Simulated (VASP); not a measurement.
# LiSe4 (C2) in VASP: a series of runs

LiSe4 is run at these levels: PBE; tasks: single point, relaxation of cell and atoms.

Everything below comes from runs of VASP 6.6.1. Logs are shortened: lines on timing, memory, paths and dates and some standing lists are left out, and cuts for length are marked.

### 1 The cell of the first run

The structure is monoclinic, space group C2 (No. 5). Conventional cell: a = 11.581 Å, b = 4.912 Å, c = 3.712 Å, α = 90.00°, β = 90.00°, γ = 90.00°. Li (site symmetry 2) has 4 Se at 2.32 to 2.89 Å within 3.1 Å. Se (site symmetry 1) has 1 Li at 2.32 Å and 3 Se at 2.43 to 2.47 Å within 3.1 Å. Se (site symmetry 1) has 3 Se at 2.43 to 2.47 Å and 1 Li at 2.89 Å within 3.2 Å.

### 2 Single point, PBE

The input, INCAR:

```
SYSTEM = LiSe4
PREC = Accurate ; ENCUT = 520
EDIFF = 1E-6 ; ISMEAR = 0
SIGMA = 0.1 ; LREAL = .False.
LASPH = .True. ; NELM = 60
ALGO = Normal ; ISIF = 2
LWAVE = .False. ; LCHARG = .False.
GGA = PE ; NBANDS = 22
```

The input, KPOINTS:

```
Automatic mesh
0
Gamma
  4 4 6
  0 0 0
```

The input, POSCAR:

```
LiSe4
1.0
    5.7903621600     -2.4560747700      0.0000000000
    5.7903621600      2.4560747700      0.0000000000
    0.0000000000      0.0000000000      3.7121495300
Li Se
1 4
Direct
    0.6896499400      0.3103500600      0.5000000000
    0.0899999900      0.2107001100      0.2500000000
    0.4100000100      0.8907000900      0.7500000000
    0.1092999100      0.5899999900      0.2500000000
    0.7892998900      0.9100000100      0.7500000000
```

Potentials or basis: VASP PAW PBE potentials, release 64 (Li_sv, Se).

The run is started by

```
$ cat potpaw_PBE.64/Li_sv/POTCAR potpaw_PBE.64/Se/POTCAR > POTCAR
$ mpirun -np 1 vasp_std > vasp.out
```

OUTCAR:

```text
SYSTEM = LiSe4
   PREC = Accurate
   ENCUT = 520
   EDIFF = 1E-6
   ISMEAR = 0
   LREAL = .False.
   LASPH = .True.
   NELM = 60
   ISIF = 2
   GGA = PE

 ion  position               nearest neighbor table
   1  0.690  0.310  0.500-   2 2.32   5 2.32
   2  0.090  0.211  0.250-   1 2.32   3 2.43   3 2.43   4 2.47
   3  0.410  0.891  0.750-   2 2.43   2 2.43   5 2.47
   4  0.109  0.590  0.250-   5 2.43   5 2.43   2 2.47
   5  0.789  0.910  0.750-   1 2.32   4 2.43   4 2.43   3 2.47

  LATTYP: Found a base centered orthorhombic cell.
 ALAT       =     4.9121495400
 B/A-ratio  =     2.3575675426
 C/A-ratio  =     0.7557077609

  Lattice vectors:

 A1 = (  -5.7903621600,  -2.4560747700,   0.0000000000)
 A2 = (   5.7903621600,  -2.4560747700,   0.0000000000)
 A3 = (   0.0000000000,   0.0000000000,   3.7121495300)

Analysis of symmetry for initial positions (statically):
=====================================================================
 Subroutine PRICEL returns:
 Original cell was already a primitive cell.

 Routine SETGRP: Setting up the symmetry group for a
 base centered orthorhombic supercell.

 Subroutine GETGRP returns: Found  2 space group operations
 (whereof  2 operations were pure point group operations)
 out of a pool of  8 trial point group operations.

The static configuration has the point symmetry C_2 .

Analysis of symmetry for dynamics (positions and initial velocities):
=====================================================================
 Subroutine PRICEL returns:
 Original cell was already a primitive cell.

 Routine SETGRP: Setting up the symmetry group for a
 base centered orthorhombic supercell.

 Subroutine GETGRP returns: Found  2 space group operations
 (whereof  2 operations were pure point group operations)
 out of a pool of  8 trial point group operations.

The dynamic configuration has the point symmetry C_2 .

 Subroutine INISYM returns: Found  2 space group operations
 (whereof  2 operations are pure point group operations),
 and found     1 'primitive' translations

----------------------------------------------------------------------------------------

                                     Primitive cell

  volume of cell :     105.5851

  direct lattice vectors                    reciprocal lattice vectors
     5.790362160 -2.456074770  0.000000000     0.086350385 -0.203576864  0.000000000
     5.790362160  2.456074770  0.000000000     0.086350385  0.203576864  0.000000000
     0.000000000  0.000000000  3.712149530     0.000000000  0.000000000  0.269385700

  length of vectors
     6.289721553  6.289721553  3.712149530     0.221133282  0.221133282  0.269385700

  position of ions in fractional coordinates (direct lattice)
     0.689649940  0.310350060  0.500000000
     0.089999990  0.210700110  0.250000000
     0.410000010  0.890700090  0.750000000
     0.109299910  0.589999990  0.250000000
     0.789299890  0.910000010  0.750000000

  ion indices of the primitive-cell ions
   primitive index   ion index
                 1           1
                 2           2
                 3           3
                 4           4
                 5           5

----------------------------------------------------------------------------------------

 KPOINTS: Automatic mesh

Automatic generation of k-mesh.
 Grid dimensions read from file:
 generate k-points for:    4    4    6

 Generating k-lattice:

  Cartesian coordinates                     Fractional coordinates (reciprocal lattice)
     0.021587596 -0.050894216  0.000000000     0.250000000  0.000000000  0.000000000
     0.021587596  0.050894216  0.000000000     0.000000000  0.250000000  0.000000000
     0.000000000  0.000000000  0.044897617     0.000000000  0.000000000  0.166666667

  Length of vectors
     0.055283321  0.055283321  0.044897617

  Shift w.r.t. Gamma in fractional coordinates (k-lattice)
     0.000000000  0.000000000  0.000000000

 Subroutine IBZKPT returns following result:
 ===========================================

 Found     34 irreducible k-points:

 Following reciprocal coordinates:
            Coordinates               Weight
  0.000000  0.000000  0.000000      1.000000
  0.250000  0.000000  0.000000      4.000000
  0.500000  0.000000  0.000000      2.000000
  0.250000  0.250000  0.000000      2.000000
  0.500000  0.250000  0.000000      4.000000
 -0.250000  0.250000  0.000000      2.000000
[... 16 lines left out ...]
 -0.250000 -0.250000  0.333333      2.000000
  0.500000  0.250000  0.333333      4.000000
 [... further k-points ...]
   k-points           NKPTS =     34   k-points in BZ     NKDIM =     34   number of bands    NBANDS=     22
   number of dos      NEDOS =    301   number of ions     NIONS =      5
   total plane-waves  NPLWV =  64512
   dimension x,y,z NGX =    48 NGY =   48 NGZ =   28
   dimension x,y,z NGXF=    96 NGYF=   96 NGZF=   56
   ions per type =               1   4
   NGX,Y,Z   is equivalent  to a cutoff of  12.69, 12.69, 12.54 a.u.
   NGXF,Y,Z  is equivalent  to a cutoff of  25.37, 25.37, 25.08 a.u.
 SYSTEM =  LiSe4
   PREC   = accura    normal or accurate (medium, high low for compatibility)
   ISTART =      0    job   : 0-new  1-cont  2-samecut
   ICHARG =      2    charge: 1-file 2-atom 10-const
   ISPIN  =      1    spin polarized calculation?
   LNONCOLLINEAR =      F non collinear calculations
   LSORBIT =      F    spin-orbit coupling
   LASPH  =      T    aspherical Exc in radial PAW
   ENCUT  =  520.0 eV  38.22 Ry    6.18 a.u.  11.69 11.69  6.90*2*pi/ulx,y,z
   NELM   =     60;   NELMIN=  2; NELMDL= -5     # of ELM steps
   EDIFF  = 0.1E-05   stopping-criterion for ELM
   LREAL  =      F    real-space projection
   EDIFFG = 0.1E-04   stopping-criterion for IOM
   NSW    =      0    number of steps for IOM
   IBRION =     -1    ionic relax: 0-MD 1-quasi-New 2-CG
   NFREE  =      0    steps in history (QN), initial steepest desc. (CG)
   ISIF   =      2    stress and relaxation
   ISYM   =      2    0-nonsym 1-usesym 2-fastsym
   POTIM  = 0.5000    time-step for ionic-motion
   TEBEG  =    0.0;   TEEND  =   0.0 temperature during run
   PSTRESS=    0.0 pullay stress
   NELECT =      27.0000    total number of electrons
   NUPDOWN=      -1.0000    fix difference up-down
   EMIN   =  10.00;   EMAX   =-10.00  energy-range for DOS
   EFERMI =   0.00;   METHOD = LEGACY
   ISMEAR =     0;   SIGMA  =   0.10  broadening in eV -4-tet -1-fermi 0-gaus
   EFERMI_NEDOS =   21; number of points for ismear=-14 and -15
   IALGO  =     38    algorithm
   IMIX   =      4    mixing-type and parameters
     AMIX     =   0.40;   BMIX     =  1.00
     AMIX_MAG =   1.60;   BMIX_MAG =  1.00
  volume/ion in A,a.u.               =      21.12       142.50
  Fermi-wavevector in a.u.,A,eV,Ry     =   1.039111  1.963635 14.690906  1.079751
  Thomas-Fermi vector in A             =   2.173626
   LORBIT       =      0    0 simple, 1 ext, 2 COOP (PROOUT), +10 PAW based schemes
   GGA     = PE    functional components
   LHFCALC =     F    Hartree Fock is set to
   AEXX    =    0.0000 exact exchange contribution
   IVDW    =     0    specifies the selected vdW correction
   LEPSILON=     F    determine dielectric tensor
   LRPA    =     F    only Hartree local field effects (RPA)
 non-spin polarized calculation
 Gauss-broadening in eV      SIGMA  =   0.10
  energy-cutoff  :      520.00
  volume of cell :      105.59
 maximum number of plane-waves:      2870
 NGX is ok and might be reduce to    48
   NGX = 23   NGY = 23   NGZ = 13

 number of electron      26.9999988 magnetization

 Free energy of the ion-electron system (eV)
  ---------------------------------------------------
  ext. energy  EPLUGINS =         0.00000000
  ---------------------------------------------------
  free energy    TOTEN  =       -13.65600602 eV

  energy without entropy =      -13.63043558  energy(sigma->0) =      -13.64322080

 E-fermi :   4.7802     XC(G=0):  -9.4416

 val. band max:        4.7712397986   @ k =   0.2500   0.2500   0.1667
 cond. band min:       4.7950742395   @ k =   0.5000  -0.2500   0.3333
 fundamental gap:      0.0238344409
 Fermi energy:         4.7802258340

 k-point     1 :       0.0000    0.0000    0.0000
  band No.  band energies     occupation
      1     -41.8081      2.00000
      2     -12.5694      2.00000
      3     -10.6734      2.00000
      4      -8.3358      2.00000
      5      -5.9014      2.00000
      6      -2.7713      2.00000
[... 14 lines left out ...]
     21      10.7574      0.00000
     22      11.1450      0.00000

 k-point     2 :       0.2500    0.0000    0.0000
  band No.  band energies     occupation
      1     -41.8080      2.00000
      2     -12.3435      2.00000
      3     -11.0117      2.00000
      4      -8.1141      2.00000
      5      -6.5127      2.00000
      6      -2.1321      2.00000
[... 14 lines left out ...]
     21      11.1131      0.00000
     22      11.8445      0.00000

 k-point     3 :       0.5000    0.0000    0.0000
  band No.  band energies     occupation
      1     -41.8080      2.00000
      2     -11.8237      2.00000
      3     -11.6385      2.00000
      4      -7.4757      2.00000
      5      -7.4540      2.00000
      6      -1.0893      2.00000
[... 14 lines left out ...]
     21      11.0330      0.00000
     22      11.7172      0.00000

 k-point     4 :       0.2500    0.2500    0.0000
  band No.  band energies     occupation
      1     -41.8080      2.00000
      2     -12.4988      2.00000
      3     -10.8185      2.00000
      4      -8.3650      2.00000
      5      -5.8229      2.00000
      6      -2.3151      2.00000
[... 14 lines left out ...]
     21      10.9044      0.00000
     22      11.4287      0.00000

 k-point     5 :       0.5000    0.2500    0.0000
  band No.  band energies     occupation
      1     -41.8080      2.00000
      2     -12.2310      2.00000
      3     -11.1871      2.00000
      4      -8.1994      2.00000
      5      -6.3724      2.00000
      6      -1.3813      2.00000
[... 14 lines left out ...]
     21      11.4865      0.00000
     22      12.2196      0.00000

 k-point     6 :      -0.2500    0.2500    0.0000
  band No.  band energies     occupation
      1     -41.8080      2.00000
      2     -11.8252      2.00000
      3     -11.6367      2.00000
      4      -7.5605      2.00000
      5      -7.3652      2.00000
      6      -1.2321      2.00000
[... 14 lines left out ...]
     21      11.6803      0.00000
     22      11.7769      0.00000

 k-point     7 :       0.5000    0.5000    0.0000
  band No.  band energies     occupation
      1     -41.8080      2.00000
      2     -12.4166      2.00000
      3     -10.9716      2.00000
      4      -8.3930      2.00000
      5      -5.7439      2.00000
      6      -1.6457      2.00000
[... 324 lines left out ...]
      6      -2.3379      2.00000
[... 14 lines left out ...]
     21      11.1784      0.00000
     22      11.4365      0.00000

 k-point    21 :       0.5000    0.0000    0.3333
  band No.  band energies     occupation
      1     -41.8076      2.00000
      2     -11.0006      2.00000
      3     -10.8533      2.00000
      4      -8.2478      2.00000
      5      -8.1147      2.00000
      6      -2.3563      2.00000
[... 14 lines left out ...]
     21      10.9834      0.00000
     22      11.8259      0.00000

 k-point    22 :       0.2500    0.2500    0.3333
  band No.  band energies     occupation
      1     -41.8076      2.00000
      2     -11.5817      2.00000
      3      -9.8353      2.00000
      4      -9.4425      2.00000
      5      -7.3091      2.00000
      6      -1.9309      2.00000
[... 14 lines left out ...]
     21      10.8600      0.00000
     22      12.0667      0.00000

 k-point    23 :      -0.2500   -0.2500    0.3333
  band No.  band energies     occupation
      1     -41.8076      2.00000
      2     -11.5870      2.00000
      3      -9.8251      2.00000
      4      -9.4354      2.00000
      5      -7.3259      2.00000
      6      -1.9380      2.00000
[... 14 lines left out ...]
     21      11.1072      0.00000
     22      11.6450      0.00000

 k-point    24 :       0.5000    0.2500    0.3333
  band No.  band energies     occupation
      1     -41.8076      2.00000
      2     -11.3534      2.00000
      3     -10.3753      2.00000
      4      -8.9349      2.00000
      5      -7.5810      2.00000
      6      -2.3210      2.00000
[... 14 lines left out ...]
     21      11.3495      0.00000
     22      11.6890      0.00000

 [... further k-points ...]
[... 5 lines left out ...]
  --------------------------------------------------------------------------------------
  -------------------------------------------------------------------------------------
  Total        9.4707614      9.0549405     13.4489580      0.0000000      0.0000000     -1.1764757
  in kB      143.7118924    137.4021133    204.0781224      0.0000000      0.0000000    -17.8521603
  external PRESSURE =     161.7307094 kB  Pullay stress =       0.0000000 kB

 VOLUME and BASIS-vectors are now :
 -----------------------------------------------------------------------------
  energy-cutoff  :      520.00
  volume of cell :      105.59
      direct lattice vectors                 reciprocal lattice vectors
     5.790362160 -2.456074770  0.000000000     0.086350385 -0.203576864  0.000000000
     5.790362160  2.456074770  0.000000000     0.086350385  0.203576864  0.000000000
     0.000000000  0.000000000  3.712149530     0.000000000  0.000000000  0.269385700

 POSITION                                       TOTAL-FORCE (eV/Angst)
 -----------------------------------------------------------------------------------
      5.79036     -0.93159      1.85607         0.000000      1.090767      0.000000
      1.74116      0.29645      0.92804        -0.836465      0.923009     -0.012158
      7.53152      1.18064      2.78411        -1.635742     -1.468393     -0.394044
      4.04920      1.18064      0.92804         1.635742     -1.468393      0.394044
      9.83956      0.29645      2.78411         0.836465      0.923009      0.012158
 -----------------------------------------------------------------------------------
    total drift:                                0.000000      0.000137      0.000000

  FREE ENERGIE OF THE ION-ELECTRON SYSTEM (eV)
  ---------------------------------------------------
  free  energy   TOTEN  =       -13.6560060223 eV

  energy  without entropy=      -13.6304355786  energy(sigma->0) =      -13.64322080
```

Wall time 59 s (1 thread of Oxide Virtual Turin-like, shared host); peak memory 0.23 GiB.

What came out:

- Free energy: -13.6560 eV
- Largest force: 2.233 eV/Å
- Band gap on the k mesh: zero (an odd number of electrons rules out a gap without spin polarisation)

Forces in eV/Å, atoms in the order of the input:
```
Li   0.000  1.091  0.000
Se  -0.836  0.923 -0.012
Se  -1.636 -1.468 -0.394
Se   1.636 -1.468  0.394
Se   0.836  0.923  0.012
```

Caveat: the cutoff is under 1.25 times the usual one of these potentials, so pressure, stress and relaxed cells hold a basis-set (Pulay) error; an odd number of electrons without spin polarisation forces a metal; a magnetic or distorted state may lie lower.

### 3 Relaxation of cell and atoms, PBE

The input, INCAR:

```
  ALGO = Normal
  EDIFF = 1E-7
  EDIFFG = -0.04
  ENCUT = 600
  GGA = PE
  IBRION = 2
  ISIF = 3
  ISMEAR = 0
  LASPH = True
  LCHARG = False
  LREAL = False
  LWAVE = False
  NELM = 60
  NSW = 90
  PREC = Accurate
  SIGMA = 0.1
```

The input, KPOINTS:

```
k-points
0
Gamma
  4 4 6
```

POSCAR is that of step 2.

Potentials or basis: VASP PAW PBE potentials, release 64 (Li_sv, Se).

The run is started by

```
$ cat potpaw_PBE.64/Li_sv/POTCAR potpaw_PBE.64/Se/POTCAR > POTCAR
$ mpirun -np 1 vasp_std > vasp.out
```

Run time: 27 min. Hardware: 1 thread of Oxide Virtual Turin-like, shared host; peak memory 0.28 GiB.

Results (log left out):

```yaml
Free_energy: -17.2526 eV
Relaxed_volume: 25.32 Å³/atom
Relaxed_cell: a = 5.637 Å, b = 5.637 Å, c = 5.311 Å, α = 88.72°, β = 88.72°, γ = 48.61°
Space_group_after_relaxing_to_0.1_Å: C2 (No. 5)
Energy_gained_by_relaxing: 719.3 meV/atom
Ionic_steps: 30
Pressure_after_relaxing: 0.0 GPa
Largest_force_after_relaxing: 0.020 eV/Å
Band_gap_on_the_k_mesh: zero (an odd number of electrons rules out a gap without spin polarisation)
```

Forces in eV/Å, atoms in the order of the input:
```
Li   0.000  0.008  0.000
Se   0.006  0.014  0.004
Se  -0.006 -0.018 -0.003
Se   0.006 -0.018  0.003
Se  -0.006  0.014 -0.004
```

Stress tensor (GPa, compression positive):
```
 0.08  0.00 -0.07
 0.00 -0.15  0.00
-0.07  0.00 -0.04
```

Step by step:
| step | energy change (eV) | largest force (eV/Å) | pressure (GPa) | volume (Å³) |
| --- | --- | --- | --- | --- |
| 1 | 0.0000 | 2.2329 | 16.16 | 105.59 |
| 2 | -1.2265 | 0.9895 | -2.92 | 141.52 |
| 3 | -1.3378 | 0.6951 | -0.12 | 131.21 |
| 4 | -1.3378 | 0.7147 | -0.30 | 131.76 |
| 5 | -1.5246 | 0.8834 | -0.42 | 132.67 |
| 6 | -2.1691 | 1.0364 | -0.47 | 134.87 |
| 7 | -2.7877 | 0.9375 | 2.15 | 136.94 |
| 8 | -2.8069 | 0.7235 | 1.45 | 136.82 |
| 9 | -2.9717 | 0.7748 | 0.51 | 142.86 |
| 10 | -3.0540 | 0.7756 | -0.26 | 152.28 |
| 11 | -3.2092 | 0.4603 | -0.35 | 153.74 |
| 12 | -3.2397 | 0.3892 | -0.14 | 154.50 |
| 13 | -3.2401 | 0.4333 | -0.10 | 154.59 |
| 14 | -3.2782 | 0.1750 | -1.09 | 154.30 |
| 15 | -3.2816 | 0.2355 | -1.46 | 154.17 |
| 16 | -3.3063 | 0.2364 | -1.30 | 151.63 |
| 17 | -3.3591 | 0.3501 | -0.68 | 144.14 |
| 18 | -3.2556 | 1.0044 | 1.58 | 129.65 |
| 19 | -3.3639 | 0.4161 | -0.38 | 141.60 |
| 20 | -3.4046 | 0.4427 | 0.04 | 138.52 |
| 21 | -3.4752 | 0.5468 | 1.72 | 129.55 |
| 22 | -3.5128 | 0.3960 | 1.20 | 129.33 |
| 23 | -3.5581 | 0.2593 | -0.05 | 128.72 |
| 24 | -3.5739 | 0.1915 | -0.02 | 128.53 |
| 25 | -3.5843 | 0.2419 | 0.10 | 128.19 |
| 26 | -3.5889 | 0.1688 | -0.13 | 128.33 |
| 27 | -3.5919 | 0.0847 | -0.49 | 128.55 |
| 28 | -3.5954 | 0.0469 | -0.12 | 127.32 |
| 29 | -3.5957 | 0.0526 | 0.02 | 126.85 |
| 30 | -3.5964 | 0.0196 | -0.03 | 126.60 |

Final structure:
```
Li Se
1.0
     5.13760   -2.32054   -0.03476
     5.13760    2.32054   -0.03476
     0.16640    0.00000    5.30829
Li Se
1 4
Direct
  0.61820 0.38180 0.50000
  0.16472 0.11349 0.28622
  0.34393 0.92511 0.71235
  0.07489 0.65607 0.28765
  0.88651 0.83528 0.71378
```

Levels at points of the mesh, in eV from the Fermi level:
```tsv
k point	band 11	band 12	band 13	band 14	band 15	band 16
(0.00, 0.00, 0.00)	-2.22	-1.81	-1.38	1.71	1.98	2.59
(0.50, 0.00, 0.00)	-2.31	-2.19	-1.79	-0.09	1.60	2.00
(0.50, 0.50, 0.00)	-1.86	-1.44	-1.14	-0.95	-0.59	1.73
(0.00, 0.00, 0.50)	-2.73	-1.11	-0.80	0.11	1.31	1.94
(0.50, 0.00, 0.50)	-2.15	-1.80	-0.95	-0.29	0.68	1.28
(0.50, 0.50, 0.50)	-2.31	-1.47	-1.39	-0.69	-0.54	0.75
```

Caveat: the cutoff is under 1.25 times the usual one of these potentials, so pressure, stress and relaxed cells hold a basis-set (Pulay) error; the volume moved by over 15 % at a fixed basis, so the end points are rough; an odd number of electrons without spin polarisation forces a metal; a magnetic or distorted state may lie lower.

The gap in the log of VASP goes by the Fermi energy; the results here count the filled bands.